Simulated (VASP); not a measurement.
# Ta (Im-3m) in VASP: a series of runs, part 2 of 2

VASP 6.6.1. The steps go on from the part before.

## (4) Single point, LDA

This run uses another cell than the first one, of 17.21 Å³/atom, 0.956 times its volume.

File INCAR:

```
ALGO = Normal
EDIFF = 1E-6
ENCUT = 500
GGA = CA
GGA_COMPAT = False
ISIF = 2
ISMEAR = -1
LASPH = True
LCHARG = False
LREAL = False
LWAVE = False
NBANDS = 12
NELM = 120
PREC = Accurate
SIGMA = 0.05
```

File KPOINTS:

```
k-points
0
Gamma
  11 11 11
```

File POSCAR:

```
Ta
1.0
   -1.6264785559      1.6264785559      1.6264785559
    1.6264785559     -1.6264785559      1.6264785559
    1.6264785559      1.6264785559     -1.6264785559
Ta
1
Direct
    0.0000000000      0.0000000000      0.0000000000
```

Potentials or basis: VASP PAW LDA potentials, release 64 (Ta_sv_GW).

On the command line:

```
cat potpaw_LDA.64/Ta_sv_GW/POTCAR > POTCAR
mpirun -np 1 vasp_std > vasp.out
```

OUTCAR:

```text
EDIFF = 1E-6
   ENCUT = 500
   GGA = CA
   ISIF = 2
   ISMEAR = -1
   LASPH = True
   LREAL = False
   NELM = 120
   PREC = Accurate

 ion  position               nearest neighbor table
   1  0.000  0.000  0.000-

  LATTYP: Found a body centered cubic cell.
 ALAT       =     3.2529571118

  Lattice vectors:

 A1 = (  -1.6264785559,   1.6264785559,   1.6264785559)
 A2 = (   1.6264785559,  -1.6264785559,   1.6264785559)
 A3 = (   1.6264785559,   1.6264785559,  -1.6264785559)

Analysis of symmetry for initial positions (statically):
=====================================================================
 Subroutine PRICEL returns:
 Original cell was already a primitive cell.

 Routine SETGRP: Setting up the symmetry group for a
 body centered cubic supercell.

 Subroutine GETGRP returns: Found 48 space group operations
 (whereof 48 operations were pure point group operations)
 out of a pool of 48 trial point group operations.

The static configuration has the point symmetry O_h .

Analysis of symmetry for dynamics (positions and initial velocities):
=====================================================================
 Subroutine PRICEL returns:
 Original cell was already a primitive cell.

 Routine SETGRP: Setting up the symmetry group for a
 body centered cubic supercell.

 Subroutine GETGRP returns: Found 48 space group operations
 (whereof 48 operations were pure point group operations)
 out of a pool of 48 trial point group operations.

The dynamic configuration has the point symmetry O_h .

 Subroutine INISYM returns: Found 48 space group operations
 (whereof 48 operations are pure point group operations),
 and found     1 'primitive' translations

----------------------------------------------------------------------------------------

                                     Primitive cell

  volume of cell :      17.2110

  direct lattice vectors                    reciprocal lattice vectors
    -1.626478556  1.626478556  1.626478556     0.000000000  0.307412599  0.307412599
     1.626478556 -1.626478556  1.626478556     0.307412599  0.000000000  0.307412599
     1.626478556  1.626478556 -1.626478556     0.307412599  0.307412599  0.000000000

  length of vectors
     2.817143496  2.817143496  2.817143496     0.434747067  0.434747067  0.434747067

  position of ions in fractional coordinates (direct lattice)
     0.000000000  0.000000000  0.000000000

  ion indices of the primitive-cell ions
   primitive index   ion index
                 1           1

----------------------------------------------------------------------------------------

 KPOINTS: k-points

Automatic generation of k-mesh.
 Grid dimensions read from file:
 generate k-points for:   11   11   11

 Generating k-lattice:

  Cartesian coordinates                     Fractional coordinates (reciprocal lattice)
     0.000000000  0.027946600  0.027946600     0.090909091  0.000000000  0.000000000
     0.027946600  0.000000000  0.027946600     0.000000000  0.090909091  0.000000000
     0.027946600  0.027946600  0.000000000     0.000000000  0.000000000  0.090909091

  Length of vectors
     0.039522461  0.039522461  0.039522461

  Shift w.r.t. Gamma in fractional coordinates (k-lattice)
     0.000000000  0.000000000  0.000000000

 Subroutine IBZKPT returns following result:
 ===========================================

 Found     56 irreducible k-points:

 Following reciprocal coordinates:
            Coordinates               Weight
  0.000000  0.000000  0.000000      1.000000
  0.090909  0.000000  0.000000     12.000000
  0.181818  0.000000  0.000000     12.000000
  0.272727  0.000000  0.000000     12.000000
  0.363636  0.000000  0.000000     12.000000
  0.454545  0.000000  0.000000     12.000000
[... 16 lines left out ...]
  0.272727  0.181818  0.090909     48.000000
  0.363636  0.181818  0.090909     24.000000
 [... further k-points ...]
   k-points           NKPTS =     56   k-points in BZ     NKDIM =     56   number of bands    NBANDS=     12
   number of dos      NEDOS =    301   number of ions     NIONS =      1
   total plane-waves  NPLWV =  13824
   dimension x,y,z NGX =    24 NGY =   24 NGZ =   24
   dimension x,y,z NGXF=    48 NGYF=   48 NGZF=   48
   ions per type =               1
   NGX,Y,Z   is equivalent  to a cutoff of  14.16, 14.16, 14.16 a.u.
   NGXF,Y,Z  is equivalent  to a cutoff of  28.33, 28.33, 28.33 a.u.
 SYSTEM =  unknown system
   PREC   = accura    normal or accurate (medium, high low for compatibility)
   ISTART =      0    job   : 0-new  1-cont  2-samecut
   ICHARG =      2    charge: 1-file 2-atom 10-const
   ISPIN  =      1    spin polarized calculation?
   LNONCOLLINEAR =      F non collinear calculations
   LSORBIT =      F    spin-orbit coupling
   LASPH  =      T    aspherical Exc in radial PAW
   ENCUT  =  500.0 eV  36.75 Ry    6.06 a.u.   5.14  5.14  5.14*2*pi/ulx,y,z
   NELM   =    120;   NELMIN=  2; NELMDL= -5     # of ELM steps
   EDIFF  = 0.1E-05   stopping-criterion for ELM
   LREAL  =      F    real-space projection
   EDIFFG = 0.1E-04   stopping-criterion for IOM
   NSW    =      0    number of steps for IOM
   IBRION =     -1    ionic relax: 0-MD 1-quasi-New 2-CG
   NFREE  =      0    steps in history (QN), initial steepest desc. (CG)
   ISIF   =      2    stress and relaxation
   ISYM   =      2    0-nonsym 1-usesym 2-fastsym
   POTIM  = 0.5000    time-step for ionic-motion
   TEBEG  =    0.0;   TEEND  =   0.0 temperature during run
   PSTRESS=    0.0 pullay stress
   NELECT =      13.0000    total number of electrons
   NUPDOWN=      -1.0000    fix difference up-down
   EMIN   =  10.00;   EMAX   =-10.00  energy-range for DOS
   EFERMI =   0.00;   METHOD = LEGACY
   ISMEAR =    -1;   SIGMA  =   0.05  broadening in eV -4-tet -1-fermi 0-gaus
   EFERMI_NEDOS =   21; number of points for ismear=-14 and -15
   IALGO  =     38    algorithm
   IMIX   =      4    mixing-type and parameters
     AMIX     =   0.40;   BMIX     =  1.00
     AMIX_MAG =   1.60;   BMIX_MAG =  1.00
  volume/ion in A,a.u.               =      17.21       116.15
  Fermi-wavevector in a.u.,A,eV,Ry     =   1.490920  2.817430 30.243599  2.222842
  Thomas-Fermi vector in A             =   2.603641
   LORBIT       =      0    0 simple, 1 ext, 2 COOP (PROOUT), +10 PAW based schemes
   GGA     = CA    functional components
   LHFCALC =     F    Hartree Fock is set to
   AEXX    =    0.0000 exact exchange contribution
   IVDW    =     0    specifies the selected vdW correction
   LEPSILON=     F    determine dielectric tensor
   LRPA    =     F    only Hartree local field effects (RPA)
 non-spin polarized calculation
  energy-cutoff  :      500.00
  volume of cell :       17.21
 maximum number of plane-waves:       447
 NGX is ok and might be reduce to    24
   NGX = 11   NGY = 11   NGZ = 11

 number of electron      13.0000001 magnetization

 Free energy of the ion-electron system (eV)
  ---------------------------------------------------
  ext. energy  EPLUGINS =         0.00000000
  ---------------------------------------------------
  free energy    TOTEN  =       -15.32695635 eV

  energy without entropy =      -15.31980699  energy(sigma->0) =      -15.32338167

 E-fermi :  10.8086     XC(G=0): -13.5207

 val. band max:       10.7842794678   @ k =  -0.4545  -0.4545   0.0909
 cond. band min:      10.8635191722   @ k =  -0.1818   0.2727   0.0909
 fundamental gap:      0.0792397044
 Fermi energy:        10.8085981067

 k-point     1 :       0.0000    0.0000    0.0000
  band No.  band energies     occupation
      1     -55.8734      2.00000
      2     -21.9236      2.00000
      3     -21.9236      2.00000
      4     -21.9236      2.00000
      5       2.8123      2.00000
      6      11.4729      0.00000
      7      11.4729      0.00000
      8      11.4729      0.00000
      9      14.8929      0.00000
     10      14.8929      0.00000
     11      25.6654      0.00000
     12      25.6654      0.00000

 k-point     2 :       0.0909    0.0000    0.0000
  band No.  band energies     occupation
      1     -55.8620      2.00000
      2     -22.0434      2.00000
      3     -21.9603      2.00000
      4     -21.9244      2.00000
      5       3.1995      2.00000
      6      11.2265      0.00047
      7      11.3933      0.00002
      8      11.8571      0.00000
      9      14.5220      0.00000
     10      14.8953      0.00000
     11      26.0030      0.00000
     12      26.3223      0.00000
[... 316 lines left out ...]
 k-point    24 :       0.3636    0.1818    0.0909
  band No.  band energies     occupation
      1     -55.7212      2.00000
      2     -23.0671      2.00000
      3     -22.5545      2.00000
      4     -22.1535      2.00000
      5       7.8742      2.00000
      6       9.1200      2.00000
      7      11.0137      0.03254
      8      15.3727      0.00000
      9      15.9785      0.00000
     10      20.3955      0.00000
     11      21.4713      0.00000
     12      24.5562      0.00000

 [... further k-points ...]
[... 5 lines left out ...]
  --------------------------------------------------------------------------------------
  -------------------------------------------------------------------------------------
  Total       -0.0780144     -0.0780144     -0.0780144      0.0000000     -0.0000000     -0.0000000
  in kB       -7.2624000     -7.2624000     -7.2624000      0.0000000     -0.0000000     -0.0000000
  external PRESSURE =      -7.2624000 kB  Pullay stress =       0.0000000 kB

 VOLUME and BASIS-vectors are now :
 -----------------------------------------------------------------------------
  energy-cutoff  :      500.00
  volume of cell :       17.21
      direct lattice vectors                 reciprocal lattice vectors
    -1.626478556  1.626478556  1.626478556     0.000000000  0.307412599  0.307412599
     1.626478556 -1.626478556  1.626478556     0.307412599  0.000000000  0.307412599
     1.626478556  1.626478556 -1.626478556     0.307412599  0.307412599  0.000000000

 POSITION                                       TOTAL-FORCE (eV/Angst)
 -----------------------------------------------------------------------------------
      0.00000      0.00000      0.00000         0.000000     -0.000000     -0.000000
 -----------------------------------------------------------------------------------
    total drift:                                0.000000     -0.000000      0.000000

  FREE ENERGIE OF THE ION-ELECTRON SYSTEM (eV)
  ---------------------------------------------------
  free  energy   TOTEN  =       -15.3269563529 eV

  energy  without entropy=      -15.3198069932  energy(sigma->0) =      -15.32338167
```

OSZICAR:

```text
N       E                     dE             d eps       ncg     rms          rms(c)
DAV:   1     0.588418840281E+02    0.58842E+02   -0.76394E+03  1376   0.102E+03
DAV:   2    -0.140278483934E+02   -0.72870E+02   -0.69941E+02  1632   0.261E+02
DAV:   3    -0.160709027696E+02   -0.20431E+01   -0.20259E+01  1624   0.389E+01
DAV:   4    -0.160848579435E+02   -0.13955E-01   -0.13954E-01  1528   0.406E+00
DAV:   5    -0.160851365605E+02   -0.27862E-03   -0.27862E-03  1900   0.402E-01    0.867E+01
DAV:   6    -0.154781859393E+02    0.60695E+00   -0.58869E-01  1436   0.676E+00    0.569E+01
DAV:   7    -0.153757695362E+02    0.10242E+00   -0.89724E-01  1504   0.788E+00    0.114E+01
DAV:   8    -0.153268706354E+02    0.48899E-01   -0.15226E-01  1412   0.362E+00    0.123E+00
DAV:   9    -0.153269627313E+02   -0.92096E-04   -0.17432E-03  1520   0.455E-01    0.160E+00
DAV:  10    -0.153269556235E+02    0.71079E-05   -0.10822E-04  1532   0.133E-01    0.970E-01
DAV:  11    -0.153269563529E+02   -0.72945E-06   -0.82612E-06  1564   0.244E-02
   1 F= -.15326956E+02 E0= -.15323382E+02  d E =-.714936E-02
```

stdout:

```text
POSCAR found type information on POSCAR Ta
 POSCAR found :  1 types and       1 ions
 scaLAPACK will be used
 LDA part: xc-table for (Slater(with rela. corr.)+CA(PZ))
 , standard interpolation
 POSCAR, INCAR and KPOINTS ok, starting setup
 FFT: planning ... GRIDC
 FFT: planning ... GRID_SOFT
 FFT: planning ... GRID
 WAVECAR not read
 entering main loop
```

Run time: 7.2 s. Hardware: 1 thread of Intel Xeon Platinum 8259CL at 2.50GHz (Skylake/Cascade Lake), shared host; peak memory 0.14 GiB.

Results:

- Free energy: -15.3270 eV
- Pressure: -0.7 GPa

Caveat: spin-orbit coupling is left out, which moves the levels of the heavy elements.

## (5) Summary

| task | level | potentials or basis | cell | cutoff (eV) | second run | gap on the mesh (eV) | pressure (GPa) | relaxed volume (Å³/atom) |
| --- | --- | --- | --- | --- | --- | --- | --- | --- |
| relaxation of cell and atoms | PBEsol+D3(BJ) | VASP PAW PBE potentials, release 64 (Ta_pv) | relaxed from a = 2.860 Å, angles 109.5°, 1 atom | 600 | - | none | -0.1 | 17.11 |
| relaxation of cell and atoms | BLYP | VASP PAW PBE potentials, release 64 (Ta_pv) | relaxed from a = 2.860 Å, angles 109.5°, 1 atom | 600 | - | none | 0.0 | 18.91 |
| single point | LDA | VASP PAW LDA potentials, release 64 (Ta_sv_GW) | a = 2.817 Å, angles 109.5°, 1 atom | 500 | valence_matched | none | -0.7 | - |

Alike in all rows: no spin polarisation; k mesh 11 × 11 × 11; smearing fermi-dirac 0.05 eV.

Caveats: spin-orbit coupling is left out, which moves the levels of the heavy elements; the PAW data sets were made with another functional, which shifts forces and pressure a little (some runs); pairwise dispersion overbinds metals, which lowers pressure and volume (some runs).

Absolute energies hang on the potentials; compare differences alone.
